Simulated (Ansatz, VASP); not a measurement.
# Ru: VASP beside Ansatz

```
CELL_PARAMETERS angstrom
0.00000 1.76180 1.76180
1.76180 0.00000 1.76180
1.76180 1.76180 0.00000
ATOMIC_POSITIONS crystal
Ru 0.00000 0.00000 0.00000
```

Change from the starting cell: strain -0.080 along x and y, -0.080 along z, atoms carried along.

Alike in both runs: task single point; functional PBEsol; k mesh 22 × 22 × 22; occupations gaussian, width 0.15 eV; no spin polarisation.

|  | VASP | Ansatz |
| --- | --- | --- |
| version | VASP 6.6.1 | Ansatz 0.2.0 |
| potentials or method | VASP PAW PBE potentials, release 64 (Ru_pv), cutoff 520 eV | scalar-relativistic, plane waves, PAW |
| valence electrons in the cell | 14 | 16 |

Ansatz gave:

| Item | Value |
| --- | --- |
| gap on the k mesh at the Fermi level (eV) | none |
| pressure (GPa) | 110.3 |

Q: Estimate VASP's values.

A: gap on the k mesh at the Fermi level (eV): none; pressure (GPa): 111.3.

VASP's potentials were made for PBE, not for PBEsol. A gap of «none» marks a metal or a gap that the smearing closes. Both programs put the cell under a high pressure, so it lies far from rest at this level. VASP's potentials hold 14 valence electrons a cell and Ansatz's 16, so a difference there can come from the potentials and not from the codes.

Noted on VASP's run: the cell as given lies far from equilibrium.
